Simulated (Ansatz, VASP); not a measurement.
# BAs in VASP and in Ansatz

```
CELL_PARAMETERS angstrom
0.00000 2.42775 2.42775
2.42775 0.00000 2.42775
2.42775 2.42775 0.00000
ATOMIC_POSITIONS crystal
B 0.00000 0.00000 0.00000
As 0.25000 0.25000 0.25000
```

Change from the starting cell: hydrostatic strain +1.5%.

Alike in both runs: task single point; functional r2SCAN; k mesh 10 × 10 × 10; no spin polarisation.

|  | VASP | Ansatz |
| --- | --- | --- |
| version | VASP 6.6.1 | Ansatz 0.2.0 |
| potentials or method | VASP PAW PBE potentials, release 64 (B, As) | plane waves, PAW |
| plane-wave cutoff (eV) | 550 | 500 |
| occupations | gaussian, width 0.01 eV | fixed |
| valence electrons in the cell | 8 | 18 |

Ansatz gave:

```
gap on the k mesh at the Fermi level (eV) : 1.42
pressure (GPa)                            : -5.7
```

Which values does VASP return?

gap on the k mesh at the Fermi level (eV): 1.42; pressure (GPa): -5.6.

VASP's potentials were made for PBE, not for r2SCAN. VASP's potentials hold 8 valence electrons a cell and Ansatz's 18, so a difference there can come from the potentials and not from the codes.
